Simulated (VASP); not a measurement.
# SnSe (Fm-3m) in VASP: settings compared

The runs below take SnSe through G0W0 quasiparticle levels, with r2SCAN, PBE.

Program: VASP 6.6.1. These are calculated values, not measurements. Logs are shortened: lines on timing, memory, paths and dates and some standing lists are left out, and cuts for length are marked.

## 1. The cell of the first run

It takes space group Fm-3m (No. 225, cubic). The conventional cell has a = 5.970 Å, b = 5.970 Å, c = 5.970 Å, α = 90.00°, β = 90.00°, γ = 90.00°. Within 3.9 Å of Sn (site symmetry m-3m) lie 6 Se at 2.98 Å. Se (site symmetry m-3m) has 6 Sn at 2.98 Å within 3.9 Å.

## 2. G0W0 quasiparticle levels, r2SCAN

POSCAR

```
SnSe
1.0
    0.0000000000      2.9848894981      2.9848894981
    2.9848894981      0.0000000000      2.9848894981
    2.9848894981      2.9848894981      0.0000000000
Sn Se
1 1
Direct
    0.0000000000      0.0000000000      0.0000000000
    0.5000000000      0.5000000000      0.5000000000
```

INCAR.step1

```
PREC = Accurate
ENCUT = 500
EDIFF = 1E-8
ISMEAR = 0
SIGMA = 0.01
LREAL = F
LASPH = T
NELM = 60
ALGO = Normal
LWAVE = T
LCHARG = F
METAGGA = R2SCAN
LMIXTAU = T
```

INCAR.step2

```
PREC = Accurate
ENCUT = 500
EDIFF = 1E-8
ISMEAR = 0
SIGMA = 0.01
LREAL = F
LASPH = T
NELM = 1
ALGO = Exact
LWAVE = T
LCHARG = F
METAGGA = R2SCAN
LMIXTAU = T
NBANDS = 96
LOPTICS = T
ISTART = 1
```

INCAR.step3

```
PREC = Accurate
ENCUT = 500
EDIFF = 1E-8
ISMEAR = 0
SIGMA = 0.01
LREAL = F
LASPH = T
ALGO = EVGW0
LWAVE = F
LCHARG = F
METAGGA = R2SCAN
LMIXTAU = T
NELMGW = 1
NBANDS = 96
ENCUTGW = 80.0
NOMEGA = 96
PRECFOCK = Fast
ISTART = 1
NBANDSGW = 18
OMEGAMAX = 30
```

KPOINTS

```
Automatic mesh
0
Gamma
  4 4 4
```

Potentials or basis: VASP PAW PBE potentials, release 64 (Sn_d_GW, Se_GW).

Run with:

```console
> cat potpaw_PBE.64/Sn_d_GW/POTCAR potpaw_PBE.64/Se_GW/POTCAR > POTCAR
> cp INCAR.step1 INCAR
> mpirun -np 1 vasp_std > vasp.out
> cp INCAR.step2 INCAR
> mpirun -np 1 vasp_std > vasp.out
> cp INCAR.step3 INCAR
> mpirun -np 1 vasp_std > vasp.out
```

OUTCAR:

```text
PREC = Accurate
   ENCUT = 500
   EDIFF = 1E-8
   ISMEAR = 0
   LREAL = F
   LASPH = T
   METAGGA = R2SCAN
   NELMGW = 1
   ENCUTGW = 80.0
   PRECFOCK = Fast
   ISTART = 1

 ion  position               nearest neighbor table
   1  0.000  0.000  0.000-
   2  0.500  0.500  0.500-

  LATTYP: Found a face centered cubic cell.
 ALAT       =     5.9697789962

  Lattice vectors:

 A1 = (   0.0000000000,   2.9848894981,   2.9848894981)
 A2 = (   2.9848894981,   0.0000000000,   2.9848894981)
 A3 = (   2.9848894981,   2.9848894981,   0.0000000000)

Analysis of symmetry for initial positions (statically):
=====================================================================
 Subroutine PRICEL returns:
 Original cell was already a primitive cell.

 Routine SETGRP: Setting up the symmetry group for a
 face centered cubic supercell.

 Subroutine GETGRP returns: Found 48 space group operations
 (whereof 48 operations were pure point group operations)
 out of a pool of 48 trial point group operations.

The static configuration has the point symmetry O_h .

Analysis of symmetry for dynamics (positions and initial velocities):
=====================================================================
 Subroutine PRICEL returns:
 Original cell was already a primitive cell.

 Routine SETGRP: Setting up the symmetry group for a
 face centered cubic supercell.

 Subroutine GETGRP returns: Found 48 space group operations
 (whereof 48 operations were pure point group operations)
 out of a pool of 48 trial point group operations.

The dynamic configuration has the point symmetry O_h .

 Subroutine INISYM returns: Found 48 space group operations
 (whereof 48 operations are pure point group operations),
 and found     1 'primitive' translations

----------------------------------------------------------------------------------------

                                     Primitive cell

  volume of cell :      53.1881

  direct lattice vectors                    reciprocal lattice vectors
     0.000000000  2.984889498  2.984889498    -0.167510389  0.167510389  0.167510389
     2.984889498  0.000000000  2.984889498     0.167510389 -0.167510389  0.167510389
     2.984889498  2.984889498  0.000000000     0.167510389  0.167510389 -0.167510389

  length of vectors
     4.221271210  4.221271210  4.221271210     0.290136504  0.290136504  0.290136504

  position of ions in fractional coordinates (direct lattice)
     0.000000000  0.000000000  0.000000000
     0.500000000  0.500000000  0.500000000

  ion indices of the primitive-cell ions
   primitive index   ion index
                 1           1
                 2           2

----------------------------------------------------------------------------------------

 KPOINTS: Automatic mesh

Automatic generation of k-mesh.
 Grid dimensions read from file:
 generate k-points for:    4    4    4

 Generating k-lattice:

  Cartesian coordinates                     Fractional coordinates (reciprocal lattice)
    -0.041877597  0.041877597  0.041877597     0.250000000  0.000000000  0.000000000
     0.041877597 -0.041877597  0.041877597     0.000000000  0.250000000  0.000000000
     0.041877597  0.041877597 -0.041877597     0.000000000  0.000000000  0.250000000

  Length of vectors
     0.072534126  0.072534126  0.072534126

  Shift w.r.t. Gamma in fractional coordinates (k-lattice)
     0.000000000  0.000000000  0.000000000

 Subroutine IBZKPT returns following result:
 ===========================================

 Found      8 irreducible k-points:

 Following reciprocal coordinates:
            Coordinates               Weight
  0.000000  0.000000  0.000000      1.000000
  0.250000  0.000000  0.000000      8.000000
  0.500000  0.000000  0.000000      4.000000
  0.250000  0.250000  0.000000      6.000000
  0.500000  0.250000  0.000000     24.000000
 -0.250000  0.250000  0.000000     12.000000
  0.500000  0.500000  0.000000      3.000000
 -0.250000  0.500000  0.250000      6.000000
   k-points           NKPTS =      8   k-points in BZ     NKDIM =     64   number of bands    NBANDS=     96
   number of dos      NEDOS =    301   number of ions     NIONS =      2
   total plane-waves  NPLWV =  32768
   dimension x,y,z NGX =    32 NGY =   32 NGZ =   32
   dimension x,y,z NGXF=    64 NGYF=   64 NGZF=   64
   ions per type =               1   1
   NGX,Y,Z   is equivalent  to a cutoff of  12.60, 12.60, 12.60 a.u.
   NGXF,Y,Z  is equivalent  to a cutoff of  25.21, 25.21, 25.21 a.u.
 SYSTEM =  unknown system
   PREC   = accura    normal or accurate (medium, high low for compatibility)
   ISTART =      1    job   : 0-new  1-cont  2-samecut
   ICHARG =      0    charge: 1-file 2-atom 10-const
   ISPIN  =      1    spin polarized calculation?
   LNONCOLLINEAR =      F non collinear calculations
   LSORBIT =      F    spin-orbit coupling
   LASPH  =      T    aspherical Exc in radial PAW
   ENCUT  =  500.0 eV  36.75 Ry    6.06 a.u.   7.70  7.70  7.70*2*pi/ulx,y,z
   NELM   =     60;   NELMIN=  2; NELMDL=  0     # of ELM steps
   EDIFF  = 0.1E-07   stopping-criterion for ELM
   LREAL  =      F    real-space projection
   EDIFFG = 0.1E-06   stopping-criterion for IOM
   NSW    =      0    number of steps for IOM
   IBRION =     -1    ionic relax: 0-MD 1-quasi-New 2-CG
   NFREE  =      0    steps in history (QN), initial steepest desc. (CG)
   ISIF   =      0    stress and relaxation
   ISYM   =      3    0-nonsym 1-usesym 2-fastsym
   POTIM  = 0.5000    time-step for ionic-motion
   TEBEG  =    0.0;   TEEND  =   0.0 temperature during run
   PSTRESS=    0.0 pullay stress
   NELECT =      20.0000    total number of electrons
   NUPDOWN=      -1.0000    fix difference up-down
   EMIN   =  10.00;   EMAX   =-10.00  energy-range for DOS
   EFERMI =   0.00;   METHOD = LEGACY
   ISMEAR =     0;   SIGMA  =   0.01  broadening in eV -4-tet -1-fermi 0-gaus
   EFERMI_NEDOS =   21; number of points for ismear=-14 and -15
   IALGO  =     38    algorithm
   IMIX   =      4    mixing-type and parameters
     AMIX     =   0.40;   BMIX     =  1.00
     AMIX_MAG =   1.60;   BMIX_MAG =  1.00
  volume/ion in A,a.u.               =      26.59       179.47
  Fermi-wavevector in a.u.,A,eV,Ry     =   1.181626  2.232949 18.996987  1.396239
  Thomas-Fermi vector in A             =   2.317895
   LORBIT       =      0    0 simple, 1 ext, 2 COOP (PROOUT), +10 PAW based schemes
   METAGGA = R2SCAN    functional components
   LHFCALC =     T    Hartree Fock is set to
   PRECFOCK=fast      Normal, Fast or Accurate (Low or Medium for compatibility)
   ENCUT4O =  -1.0   cutoff for four orbital integrals eV
   NKREDX  =     1    reduce k-point grid by
   NKREDY  =     1    reduce k-point grid by
   NKREDZ  =     1    reduce k-point grid by
   AEXX    =    1.0000 exact exchange contribution
   HFSCREEN=    0.0000 screening length (either q_TF or 0.3 A-1)
   HFSCREENC=   0.0000 screening length for correlation (either q_TF or 0.3 A-1)
   ENCUTFOCK=  -1.0 apply spherical cutoff to Coloumb kernel
   IVDW    =     0    specifies the selected vdW correction
   LEPSILON=     F    determine dielectric tensor
   LRPA    =     F    only Hartree local field effects (RPA)
   LRPAFORCE           =     F    calculate RPA forces
   ENCUTGW             =  80.0    cutoff for response function in eV
   ENCUTGWSOFT         =  64.0    soft cutoff for Coulomb kernel in GW response function in eV
   ENCUTLF             =  -1.0    cutoff for local field effects
   NELMGW              =     1    number of iterations in solving QP/BSE equation
   NELMHF              =     1    number of iterations in the inner HF iteration
   NKREDLFX            =     1    NKREDLFY  =   1   NKREDLFZ  =   1
 non-spin polarized calculation
 Gauss-broadening in eV      SIGMA  =   0.01
  energy-cutoff  :      500.00
  volume of cell :       53.19
 maximum number of plane-waves:      1363
 NGX is ok and might be reduce to    32
  NGX = 18; NGY = 18; NGZ = 18
   NGX = 15   NGY = 15   NGZ = 15
 maximum number of plane-waves:        92
 NGX is ok and might be reduce to    14

 QP shifts <psi_nk| G(iteration)W_0 |psi_nk>: iteration 1
 for sc-GW calculations column KS-energies equals QP-energies in previous step
 and V_xc(KS)=  KS-energies - (<T + V_ion + V_H > + <T+V_H+V_ion>^1  + <V_x>^1)

 k-point   1 :       0.0000    0.0000    0.0000
  band No.  KS-energies  QP-energies   sigma(KS)   V_xc(KS)     V^pw_x(r,r')   Z            occupation Imag(sigma)

      1     -17.8329     -19.4315     -20.8173     -18.3587     -27.0932       0.6502       2.0000       0.3129
      2     -17.8329     -19.4315     -20.8173     -18.3587     -27.0932       0.6502       2.0000       0.3129
      3     -17.8329     -19.4315     -20.8173     -18.3587     -27.0932       0.6502       2.0000       0.3129
      4     -17.8329     -19.4315     -20.8173     -18.3587     -27.0932       0.6502       2.0000       0.3129
      5     -17.8329     -19.4315     -20.8173     -18.3587     -27.0932       0.6502       2.0000       0.3129
      6     -10.1849      -9.6593     -11.9745     -12.8304     -19.4531       0.6141       2.0000       1.2652
[... 10 lines left out ...]
     17      13.1015      13.0250      -9.8352      -9.7333      -4.9344       0.7510       0.0000      -0.3613
     18      13.1015      13.0250      -9.8352      -9.7333      -4.9344       0.7510       0.0000      -0.3613

 k-point   2 :       0.2500    0.0000    0.0000
  band No.  KS-energies  QP-energies   sigma(KS)   V_xc(KS)     V^pw_x(r,r')   Z            occupation Imag(sigma)

      1     -17.8380     -19.4491     -20.8256     -18.3603     -27.1184       0.6535       2.0000       0.3347
      2     -17.8380     -19.4491     -20.8256     -18.3603     -27.1184       0.6535       2.0000       0.3347
      3     -17.8314     -19.4271     -20.8090     -18.3518     -27.0699       0.6494       2.0000       0.3020
      4     -17.8255     -19.4271     -20.8205     -18.3637     -27.0874       0.6519       2.0000       0.3035
      5     -17.8255     -19.4271     -20.8205     -18.3637     -27.0874       0.6519       2.0000       0.3035
      6      -9.7449      -9.2212     -12.2002     -13.0413     -19.5001       0.6225       2.0000       1.1951
[... 10 lines left out ...]
     17      16.5494      16.3881     -10.1419      -9.9314      -4.2751       0.7663       0.0000      -0.8019
     18      16.5494      16.3881     -10.1419      -9.9314      -4.2751       0.7663       0.0000      -0.8019

 k-point   3 :       0.5000    0.0000    0.0000
  band No.  KS-energies  QP-energies   sigma(KS)   V_xc(KS)     V^pw_x(r,r')   Z            occupation Imag(sigma)

      1     -17.8431     -19.4544     -20.8227     -18.3541     -27.1161       0.6527       2.0000       0.3468
      2     -17.8431     -19.4544     -20.8227     -18.3541     -27.1161       0.6527       2.0000       0.3468
      3     -17.8302     -19.4281     -20.8095     -18.3520     -27.0703       0.6503       2.0000       0.3038
      4     -17.8182     -19.4259     -20.8293     -18.3729     -27.0956       0.6545       2.0000       0.3011
      5     -17.8182     -19.4259     -20.8293     -18.3729     -27.0956       0.6545       2.0000       0.3011
      6      -9.1623      -8.6126     -12.5649     -13.4398     -19.6719       0.6283       2.0000       1.0752
[... 10 lines left out ...]
     17      15.2947      15.1615      -9.0546      -8.8773      -3.5656       0.7515       0.0000      -0.5173
     18      16.5055      16.0293      -9.0619      -8.4263      -3.1668       0.7493       0.0000      -0.7018

 k-point   4 :       0.2500    0.2500    0.0000
  band No.  KS-energies  QP-energies   sigma(KS)   V_xc(KS)     V^pw_x(r,r')   Z            occupation Imag(sigma)

      1     -17.8485     -19.4475     -20.8036     -18.3489     -27.1206       0.6514       2.0000       0.3535
      2     -17.8365     -19.4258     -20.8001     -18.3457     -27.0627       0.6475       2.0000       0.3042
      3     -17.8287     -19.4470     -20.8399     -18.3748     -27.1368       0.6565       2.0000       0.3280
      4     -17.8230     -19.4235     -20.8183     -18.3633     -27.0786       0.6519       2.0000       0.2983
      5     -17.8230     -19.4235     -20.8183     -18.3633     -27.0786       0.6519       2.0000       0.2983
      6      -9.5962      -9.0756     -12.2981     -13.1273     -19.5289       0.6278       2.0000       1.1631
[... 42 lines left out ...]
      5     -17.8223     -19.4250     -20.8199     -18.3651     -27.0832       0.6529       2.0000       0.2997
      6      -9.2084      -8.6779     -12.5461     -13.3875     -19.6388       0.6305       2.0000       1.0849
[... 10 lines left out ...]
     17      15.5585      15.3652      -9.5123      -9.2571      -4.0108       0.7572       0.0000      -0.5419
     18      16.6804      16.4345      -9.5440      -9.2146      -3.7588       0.7467       0.0000      -0.6449

 k-point   7 :       0.5000    0.5000    0.0000
  band No.  KS-energies  QP-energies   sigma(KS)   V_xc(KS)     V^pw_x(r,r')   Z            occupation Imag(sigma)

      1     -17.8706     -19.4307     -20.7271     -18.3162     -27.0919       0.6471       2.0000       0.3702
      2     -17.8402     -19.4284     -20.7930     -18.3401     -27.0570       0.6475       2.0000       0.3067
      3     -17.8244     -19.4456     -20.8463     -18.3799     -27.1412       0.6574       2.0000       0.3278
      4     -17.8129     -19.4212     -20.8293     -18.3761     -27.0894       0.6556       2.0000       0.2948
      5     -17.8129     -19.4212     -20.8293     -18.3761     -27.0894       0.6556       2.0000       0.2948
      6      -8.8390      -8.3183     -12.8758     -13.6894     -19.7922       0.6400       2.0000       1.0098
[... 10 lines left out ...]
     17      17.7774      17.5235      -9.4589      -9.1181      -3.5913       0.7453       0.0000      -0.6843
     18      17.7774      17.5235      -9.4589      -9.1181      -3.5913       0.7453       0.0000      -0.6843

 k-point   8 :      -0.2500    0.5000    0.2500
  band No.  KS-energies  QP-energies   sigma(KS)   V_xc(KS)     V^pw_x(r,r')   Z            occupation Imag(sigma)

      1     -17.8591     -19.4309     -20.7565     -18.3320     -27.1044       0.6483       2.0000       0.3602
      2     -17.8326     -19.4549     -20.8399     -18.3701     -27.1376       0.6569       2.0000       0.3428
      3     -17.8268     -19.4244     -20.8115     -18.3576     -27.0732       0.6510       2.0000       0.3011
      4     -17.8268     -19.4244     -20.8115     -18.3576     -27.0732       0.6510       2.0000       0.3011
      5     -17.8129     -19.4219     -20.8296     -18.3761     -27.0897       0.6558       2.0000       0.2945
      6      -8.8109      -8.2771     -12.8810     -13.7137     -19.8078       0.6409       2.0000       1.0099
[... 10 lines left out ...]
     17      17.9098      17.6786      -9.5022      -9.1921      -3.6338       0.7459       0.0000      -0.6730
     18      18.3086      18.2956     -10.1607     -10.1445      -4.3296       0.7984       0.0000      -0.8791
```

Run time: 4.1 min. Hardware: 1 thread of Intel Xeon Platinum 8559C (Emerald Rapids), shared host; peak memory 0.59 GiB.

Results:

- Quasiparticle gap: 0.89 eV
- Least direct quasiparticle gap: 0.89 eV
- Band gap of the starting levels on the mesh: 0.56 eV
- Least direct gap of the starting levels on the mesh: 0.56 eV

Caveat: the k points lie up to 0.46 Å⁻¹ apart; bands, screening cutoff and mesh are small and nothing is extrapolated, so the quasiparticle values aren't converged; spin-orbit coupling is left out, which moves the levels of the heavy elements.

(Continued in part 2 of 2.)
